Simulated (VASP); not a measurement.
# Ag (Fm-3m) in VASP: further runs

Ag is run at these levels: PBEsol; tasks: relaxation of cell and atoms, single point.

Everything below comes from runs of VASP 6.6.1. Logs are shortened: lines on timing, memory, paths and dates and some standing lists are left out, and cuts for length are marked.

### 1 The cell of the first run

The structure is cubic, space group Fm-3m (No. 225). The conventional cell has a = 4.104 Å, b = 4.104 Å, c = 4.104 Å, α = 90.00°, β = 90.00°, γ = 90.00°. Within 3.8 Å of Ag (site symmetry m-3m) lie 12 Ag at 2.90 Å.

### 2 Relaxation of cell and atoms, PBEsol

INCAR reads:

```
SYSTEM = Ag
  PREC = Accurate
  ENCUT = 600
  EDIFF = 1E-7
  ISMEAR = 0
  SIGMA = 0.1
  LREAL = .False.
  LASPH = .True.
  NELM = 100
  ALGO = Normal
  ISIF = 3
  LWAVE = .False.
  LCHARG = .False.
  GGA = PS
  IBRION = 2
  NSW = 100
  EDIFFG = -0.005
```

KPOINTS reads:

```
Automatic mesh
0
Gamma
  18 18 18
  0 0 0
```

POSCAR reads:

```
Ag
1.0
    0.0000000000      2.0521781806      2.0521781806
    2.0521781806      0.0000000000      2.0521781806
    2.0521781806      2.0521781806      0.0000000000
Ag
1
Direct
    0.0000000000      0.0000000000      0.0000000000
```

Potentials or basis: VASP PAW PBE potentials, release 64 (Ag).

The run is started by

```sh
$ cat potpaw_PBE.64/Ag/POTCAR > POTCAR
$ mpirun -np 1 vasp_std > vasp.out
```

OUTCAR:

```text
SYSTEM = Ag
   PREC = Accurate
   ENCUT = 600
   EDIFF = 1E-7
   ISMEAR = 0
   LREAL = .False.
   LASPH = .True.
   NELM = 100
   ISIF = 3
   GGA = PS
   IBRION = 2
   NSW = 100
   EDIFFG = -0.005

 ion  position               nearest neighbor table
   1  0.000  0.000  0.000-

  LATTYP: Found a face centered cubic cell.
 ALAT       =     4.1043563612

  Lattice vectors:

 A1 = (   0.0000000000,   2.0521781806,   2.0521781806)
 A2 = (   2.0521781806,   0.0000000000,   2.0521781806)
 A3 = (   2.0521781806,   2.0521781806,   0.0000000000)

Analysis of symmetry for initial positions (statically):
=====================================================================
 Subroutine PRICEL returns:
 Original cell was already a primitive cell.

 Routine SETGRP: Setting up the symmetry group for a
 face centered cubic supercell.

 Subroutine GETGRP returns: Found 48 space group operations
 (whereof 48 operations were pure point group operations)
 out of a pool of 48 trial point group operations.

The static configuration has the point symmetry O_h .

Analysis of symmetry for dynamics (positions and initial velocities):
=====================================================================
 Subroutine PRICEL returns:
 Original cell was already a primitive cell.

 Routine SETGRP: Setting up the symmetry group for a
 face centered cubic supercell.

 Subroutine GETGRP returns: Found 48 space group operations
 (whereof 48 operations were pure point group operations)
 out of a pool of 48 trial point group operations.

The dynamic configuration has the point symmetry O_h .

 Subroutine INISYM returns: Found 48 space group operations
 (whereof 48 operations are pure point group operations),
 and found     1 'primitive' translations

----------------------------------------------------------------------------------------

                                     Primitive cell

  volume of cell :      17.2852

  direct lattice vectors                    reciprocal lattice vectors
     0.000000000  2.052178181  2.052178181    -0.243643561  0.243643561  0.243643561
     2.052178181  0.000000000  2.052178181     0.243643561 -0.243643561  0.243643561
     2.052178181  2.052178181  0.000000000     0.243643561  0.243643561 -0.243643561

  length of vectors
     2.902218215  2.902218215  2.902218215     0.422003027  0.422003027  0.422003027

  position of ions in fractional coordinates (direct lattice)
     0.000000000  0.000000000  0.000000000

  ion indices of the primitive-cell ions
   primitive index   ion index
                 1           1

----------------------------------------------------------------------------------------

 KPOINTS: Automatic mesh

Automatic generation of k-mesh.
 Grid dimensions read from file:
 generate k-points for:   18   18   18

 Generating k-lattice:

  Cartesian coordinates                     Fractional coordinates (reciprocal lattice)
    -0.013535753  0.013535753  0.013535753     0.055555556  0.000000000  0.000000000
     0.013535753 -0.013535753  0.013535753     0.000000000  0.055555556  0.000000000
     0.013535753  0.013535753 -0.013535753     0.000000000  0.000000000  0.055555556

  Length of vectors
     0.023444613  0.023444613  0.023444613

  Shift w.r.t. Gamma in fractional coordinates (k-lattice)
     0.000000000  0.000000000  0.000000000

 Subroutine IBZKPT returns following result:
 ===========================================

 Found    195 irreducible k-points:

 Following reciprocal coordinates:
            Coordinates               Weight
  0.000000  0.000000  0.000000      1.000000
  0.055556  0.000000  0.000000      8.000000
  0.111111  0.000000  0.000000      8.000000
  0.166667  0.000000  0.000000      8.000000
  0.222222  0.000000  0.000000      8.000000
  0.277778  0.000000  0.000000      8.000000
[... 16 lines left out ...]
 -0.277778  0.055556  0.000000     24.000000
 -0.222222  0.055556  0.000000     24.000000
 [... further k-points ...]
   k-points           NKPTS =    195   k-points in BZ     NKDIM =    195   number of bands    NBANDS=      9
   number of dos      NEDOS =    301   number of ions     NIONS =      1
   total plane-waves  NPLWV =  13824
   dimension x,y,z NGX =    24 NGY =   24 NGZ =   24
   dimension x,y,z NGXF=    48 NGYF=   48 NGZF=   48
   ions per type =               1
   NGX,Y,Z   is equivalent  to a cutoff of  13.75, 13.75, 13.75 a.u.
   NGXF,Y,Z  is equivalent  to a cutoff of  27.50, 27.50, 27.50 a.u.
 SYSTEM =  Ag
   PREC   = accura    normal or accurate (medium, high low for compatibility)
   ISTART =      0    job   : 0-new  1-cont  2-samecut
   ICHARG =      2    charge: 1-file 2-atom 10-const
   ISPIN  =      1    spin polarized calculation?
   LNONCOLLINEAR =      F non collinear calculations
   LSORBIT =      F    spin-orbit coupling
   LASPH  =      T    aspherical Exc in radial PAW
   ENCUT  =  600.0 eV  44.10 Ry    6.64 a.u.   5.80  5.80  5.80*2*pi/ulx,y,z
   NELM   =    100;   NELMIN=  2; NELMDL= -5     # of ELM steps
   EDIFF  = 0.1E-06   stopping-criterion for ELM
   LREAL  =      F    real-space projection
   EDIFFG = -.5E-02   stopping-criterion for IOM
   NSW    =    100    number of steps for IOM
   IBRION =      2    ionic relax: 0-MD 1-quasi-New 2-CG
   NFREE  =      1    steps in history (QN), initial steepest desc. (CG)
   ISIF   =      3    stress and relaxation
   ISYM   =      2    0-nonsym 1-usesym 2-fastsym
   POTIM  = 0.5000    time-step for ionic-motion
   TEBEG  =    0.0;   TEEND  =   0.0 temperature during run
   PSTRESS=    0.0 pullay stress
   NELECT =      11.0000    total number of electrons
   NUPDOWN=      -1.0000    fix difference up-down
   EMIN   =  10.00;   EMAX   =-10.00  energy-range for DOS
   EFERMI =   0.00;   METHOD = LEGACY
   ISMEAR =     0;   SIGMA  =   0.10  broadening in eV -4-tet -1-fermi 0-gaus
   EFERMI_NEDOS =   21; number of points for ismear=-14 and -15
   IALGO  =     38    algorithm
   IMIX   =      4    mixing-type and parameters
     AMIX     =   0.40;   BMIX     =  1.00
     AMIX_MAG =   1.60;   BMIX_MAG =  1.00
  volume/ion in A,a.u.               =      17.29       116.65
  Fermi-wavevector in a.u.,A,eV,Ry     =   1.408145  2.661008 26.978610  1.982872
  Thomas-Fermi vector in A             =   2.530332
   LORBIT       =      0    0 simple, 1 ext, 2 COOP (PROOUT), +10 PAW based schemes
   GGA     = PS    functional components
   LHFCALC =     F    Hartree Fock is set to
   AEXX    =    0.0000 exact exchange contribution
   IVDW    =     0    specifies the selected vdW correction
   LEPSILON=     F    determine dielectric tensor
   LRPA    =     F    only Hartree local field effects (RPA)
 conjugate gradient relaxation of ions
 non-spin polarized calculation
 Gauss-broadening in eV      SIGMA  =   0.10
  energy-cutoff  :      600.00
  volume of cell :       17.29
 maximum number of plane-waves:       589
   NGX = 11   NGY = 11   NGZ = 11

--------------------------------------- Ionic step        1  -------------------------------------------

 number of electron      10.9999999 magnetization

 Free energy of the ion-electron system (eV)
  ---------------------------------------------------
  ext. energy  EPLUGINS =         0.00000000
  ---------------------------------------------------
  free energy    TOTEN  =        -3.30376254 eV

  energy without entropy =       -3.30276865  energy(sigma->0) =       -3.30326559

------------------------ aborting loop because EDIFF is reached ----------------------------------------

  FORCE on cell =-STRESS in cart. coord.  units (eV):
  Direction    XX          YY          ZZ          XY          YZ          ZX
  --------------------------------------------------------------------------------------
  -------------------------------------------------------------------------------------
  Total       -0.4478066     -0.4478066     -0.4478066      0.0000000     -0.0000000     -0.0000000
  in kB      -41.5074354    -41.5074354    -41.5074354      0.0000000     -0.0000000     -0.0000000
  external PRESSURE =     -41.5074354 kB  Pullay stress =       0.0000000 kB
[... 55 lines left out ...]
  energy  without entropy=       -3.3069728247  energy(sigma->0) =       -3.30745323

--------------------------------------- Ionic step        3  -------------------------------------------

 number of electron      11.0000001 magnetization

 Free energy of the ion-electron system (eV)
  ---------------------------------------------------
  ext. energy  EPLUGINS =         0.00000000
  ---------------------------------------------------
  free energy    TOTEN  =        -3.31261729 eV

  energy without entropy =       -3.31164836  energy(sigma->0) =       -3.31213282

 E-fermi :   8.5324     XC(G=0): -12.5605

 val. band max:        8.4882001445   @ k =   0.5000   0.1667   0.0556
 cond. band min:       8.6800738058   @ k =   0.5000   0.3333   0.1111
 fundamental gap:      0.1918736613
 Fermi energy:         8.5323940466

 k-point     1 :       0.0000    0.0000    0.0000
  band No.  band energies     occupation
      1       0.5650      2.00000
      2       3.7197      2.00000
      3       3.7197      2.00000
      4       3.7197      2.00000
      5       4.8135      2.00000
      6       4.8135      2.00000
      7      24.6176      0.00000
      8      28.3375      0.00000
      9      28.3375      0.00000
[... 265 lines left out ...]
 k-point    24 :      -0.2222    0.0556    0.0000
  band No.  band energies     occupation
      1       2.0286      2.00000
      2       3.7024      2.00000
      3       3.9769      2.00000
      4       3.9862      2.00000
      5       4.7595      2.00000
      6       5.1395      2.00000
      7      20.3010      0.00000
      8      24.9190      0.00000
      9      27.4282      0.00000

 [... further k-points ...]

------------------------ aborting loop because EDIFF is reached ----------------------------------------

  FORCE on cell =-STRESS in cart. coord.  units (eV):
  Direction    XX          YY          ZZ          XY          YZ          ZX
  --------------------------------------------------------------------------------------
  -------------------------------------------------------------------------------------
  Total       -0.0008619     -0.0008619     -0.0008619     -0.0000000      0.0000000     -0.0000000
  in kB       -0.0830261     -0.0830261     -0.0830261     -0.0000000      0.0000000     -0.0000000
  external PRESSURE =      -0.0830261 kB  Pullay stress =       0.0000000 kB
[... 16 lines left out ...]
  FREE ENERGIE OF THE ION-ELECTRON SYSTEM (eV)
  ---------------------------------------------------
  free  energy   TOTEN  =        -3.3126172903 eV

  energy  without entropy=       -3.3116483563  energy(sigma->0) =       -3.31213282

 reached required accuracy - stopping structural energy minimisation
```

It took 2.5 min on 1 thread of AMD EPYC 7R13, shared host; peak memory 0.15 GiB.

Results:

```yaml
Free_energy: -3.3126 eV
Relaxed_volume: 16.63 Å³/atom
Relaxed_cell: a = 2.865 Å, b = 2.865 Å, c = 2.865 Å, α = 60.00°, β = 60.00°, γ = 60.00°
Space_group_after_relaxing_to_0.05_Å: Fm-3m (No. 225)
Energy_gained_by_relaxing: 8.9 meV/atom
Ionic_steps: 3
Pressure_after_relaxing: 0.0 GPa
```

The path:
```csv
step,energy change (eV),largest force (eV/Å),pressure (GPa),volume (Å³)
1,0.0000,0.0000,-4.15,17.29
2,-0.0042,0.0000,3.50,16.19
3,-0.0089,0.0000,-0.01,16.63
```

Final structure:
```
CELL_PARAMETERS angstrom
0.00000 2.02602 2.02602
2.02602 0.00000 2.02602
2.02602 2.02602 0.00000
ATOMIC_POSITIONS crystal
Ag 0.00000 0.00000 0.00000
```

Levels at points of the mesh, in eV from the Fermi level:
```
           k point  band 2  band 3  band 4  band 5  band 6  band 7  band 8  band 9
(0.00, 0.00, 0.00)   -4.81   -4.81   -4.81   -3.72   -3.72   16.09   19.81   19.81
(0.50, 0.00, 0.00)   -4.84   -4.84   -2.88   -2.88   -0.48    3.77   15.32   18.12
(0.50, 0.50, 0.00)   -6.39   -2.92   -2.67   -2.67    1.57    6.96   10.78   10.78
```

Caveat: the PAW data sets were made with another functional, which shifts forces and pressure a little.

### 3 Single point, PBEsol

This run uses another cell than the first one, of 16.66 Å³/atom, 0.964 times its volume.

INCAR reads:

```
SYSTEM = Ag
PREC = Accurate
ENCUT = 520
EDIFF = 1E-6
ISMEAR = 0
SIGMA = 0.1
LREAL = .False.
LASPH = .True.
NELM = 100
ALGO = Fast
ISIF = 2
LWAVE = .False.
LCHARG = .True.
GGA = PS
LELF = .True.
LVHAR = .True.
NBANDS = 12
```

KPOINTS reads:

```
regular mesh
0
Gamma
  18 18 18
  0 0 0
```

POSCAR reads:

```
Ag
1.0
    0.0000000000      2.0272180712      2.0272180712
    2.0272180712      0.0000000000      2.0272180712
    2.0272180712      2.0272180712      0.0000000000
Ag
1
Direct
    0.0000000000      0.0000000000      0.0000000000
```

Potentials or basis: VASP PAW PBE potentials, release 64 (Ag).

The run is started by

```sh
$ cat potpaw_PBE.64/Ag/POTCAR > POTCAR
$ mpirun -np 1 vasp_std > vasp.out
```

It took 37 s on 1 thread of Intel Xeon Platinum 8488C (Sapphire Rapids), shared host; peak memory 0.16 GiB.

It converged, with:

```
Free energy : -3.3121 eV
Pressure    : -0.1 GPa
```

Levels at points of the mesh, in eV from the Fermi level:
```tsv
k point	band 2	band 3	band 4	band 5	band 6	band 7	band 8	band 9	band 10	band 11
(0.00, 0.00, 0.00)	-4.81	-4.81	-4.81	-3.72	-3.72	16.08	19.79	19.79	19.79	24.67
(0.50, 0.00, 0.00)	-4.83	-4.83	-2.88	-2.88	-0.47	3.76	15.32	18.10	18.10	23.20
(0.50, 0.50, 0.00)	-6.38	-2.91	-2.67	-2.67	1.57	6.95	10.77	10.77	17.49	17.57
```

Caveat: the PAW data sets were made with another functional, which shifts forces and pressure a little.

### 4 Single point, PBEsol

This run uses another cell than the first one, of 13.72 Å³/atom, 0.794 times its volume.

INCAR reads:

```
PREC = Accurate ; ENCUT = 520
EDIFF = 1E-6 ; ISMEAR = 0
SIGMA = 0.1 ; LREAL = F
LASPH = T ; NELM = 100
ALGO = Normal ; ISIF = 2
LWAVE = F ; LCHARG = F
GGA = PS ; NBANDS = 12
```

KPOINTS reads:

```
regular mesh
0
Gamma
  18 18 18
```

POSCAR reads:

```
Ag
1.0
    0.0000000000      1.9001502927      1.9001502927
    1.9001502927      0.0000000000      1.9001502927
    1.9001502927      1.9001502927      0.0000000000
Ag
1
Direct
    0.0000000000      0.0000000000      0.0000000000
```

The run is started by

```sh
$ cat potpaw_PBE.64/Ag/POTCAR > POTCAR
$ mpirun -np 1 vasp_std > vasp.out
```

Run time: 12 s. Hardware: 1 thread of Intel Xeon 6975P-C (Granite Rapids), shared host; peak memory 0.15 GiB.

The run converged. Its results:

```
Free energy : -3.0197 eV
Pressure    : 39.4 GPa
```

Levels at points of the mesh, in eV from the Fermi level:
| k point | band 4 | band 5 | band 6 | band 7 | band 8 | band 9 |
| --- | --- | --- | --- | --- | --- | --- |
| (0.00, 0.00, 0.00) | -5.75 | -4.22 | -4.22 | 16.22 | 21.10 | 21.10 |
| (0.50, 0.00, 0.00) | -3.05 | -3.05 | -1.14 | 4.95 | 15.50 | 20.01 |
| (0.50, 0.50, 0.00) | -2.75 | -2.75 | 1.30 | 8.59 | 11.68 | 11.68 |

Caveat: the PAW data sets were made with another functional, which shifts forces and pressure a little.

### 5 Single point, PBEsol

This run uses another cell than the first one, of 14.79 Å³/atom, 0.856 times its volume.

INCAR reads:

```
PREC = Accurate
ENCUT = 520
EDIFF = 1E-6
ISMEAR = 0
SIGMA = 0.1
LREAL = F
LASPH = T
NELM = 100
ALGO = Normal
ISIF = 2
LWAVE = F
LCHARG = T
GGA = PS
LELF = T
LVHAR = T
NBANDS = 12
```

KPOINTS is that of step 4.

POSCAR reads:

```
Ag
1.0
    0.0000000000      1.9481805425      1.9481805425
    1.9481805425      0.0000000000      1.9481805425
    1.9481805425      1.9481805425      0.0000000000
Ag
1
Direct
    0.0000000000      0.0000000000      0.0000000000
```

The run is started by

```sh
$ cat potpaw_PBE.64/Ag/POTCAR > POTCAR
$ mpirun -np 1 vasp_std > vasp.out
```

It took 16 s on 1 thread of Intel Xeon 6975P-C (Granite Rapids), shared host; peak memory 0.15 GiB.

It converged, with:

```yaml
Free_energy: -3.2120 eV
Pressure: 19.5 GPa
```

Levels at points of the mesh, in eV from the Fermi level:
```
           k point  band 4  band 5  band 6  band 7  band 8  band 9
(0.00, 0.00, 0.00)   -5.35   -4.01   -4.01   16.21   20.63   20.63
(0.50, 0.00, 0.00)   -2.99   -2.99   -0.88    4.45   15.46   19.27
(0.50, 0.50, 0.00)   -2.72   -2.72    1.40    7.91   11.32   11.32
```

Caveat: the PAW data sets were made with another functional, which shifts forces and pressure a little.

### 6 Single point, PBEsol

This run uses another cell than the first one, of 15.56 Å³/atom, 0.900 times its volume.

INCAR reads:

```
SYSTEM = Ag
PREC = Accurate ; ENCUT = 520
EDIFF = 1E-6 ; ISMEAR = 0
SIGMA = 0.1 ; LREAL = .False.
LASPH = .True. ; NELM = 100
ALGO = Fast ; ISIF = 2
LWAVE = .False. ; LCHARG = .True.
GGA = PS ; LELF = .True.
LVHAR = .True. ; NBANDS = 12
```

KPOINTS reads:

```
Automatic mesh
0
Gamma
  18 18 18
  0 0 0
```

POSCAR reads:

```
Ag
1.0
    0.0000000000      1.9813274606      1.9813274606
    1.9813274606      0.0000000000      1.9813274606
    1.9813274606      1.9813274606      0.0000000000
Ag
1
Direct
    0.0000000000      0.0000000000      0.0000000000
```

Potentials or basis: VASP PAW PBE potentials, release 64 (Ag).

The run is started by

```sh
$ cat potpaw_PBE.64/Ag/POTCAR > POTCAR
$ mpirun -np 1 vasp_std > vasp.out
```

Wall time 12 s (1 thread of Intel Xeon 6975P-C (Granite Rapids), shared host); peak memory 0.16 GiB.

It converged, with:

* Free energy: -3.2814 eV
* Pressure: 9.8 GPa

Levels at points of the mesh, in eV from the Fermi level:
```
           k point  band 2  band 3  band 4  band 5  band 6  band 7  band 8  band 9  band 10  band 11
(0.00, 0.00, 0.00)   -5.11   -5.11   -5.11   -3.88   -3.88   16.17   20.29   20.29    20.29    25.36
(0.50, 0.00, 0.00)   -5.14   -5.14   -2.94   -2.94   -0.70    4.15   15.42   18.78    18.78    24.21
(0.50, 0.50, 0.00)   -6.87   -2.97   -2.69   -2.69    1.47    7.49   11.09   11.09    18.33    18.48
```

Caveat: the PAW data sets were made with another functional, which shifts forces and pressure a little.

### 7 Overview

| task | cell | cutoff (eV) | gap on the mesh (eV) | pressure (GPa) |
| --- | --- | --- | --- | --- |
| relaxation of cell and atoms | relaxed from a = 2.902 Å, angles 60.0°, 1 atom | 600 | none | 0.0 |
| single point | a = 2.867 Å, angles 60.0°, 1 atom | 520 | none | -0.1 |
| single point | a = 2.687 Å, angles 60.0°, 1 atom | 520 | none | 39.4 |
| single point | a = 2.755 Å, angles 60.0°, 1 atom | 520 | none | 19.5 |
| single point | a = 2.802 Å, angles 60.0°, 1 atom | 520 | none | 9.8 |

Alike in all rows: level PBEsol; potentials or basis VASP PAW PBE potentials, release 64 (Ag); no spin polarisation; k mesh 18 × 18 × 18; smearing gaussian 0.1 eV.

Caveats: the PAW data sets were made with another functional, which shifts forces and pressure a little.

Absolute energies hang on the potentials; compare differences alone.
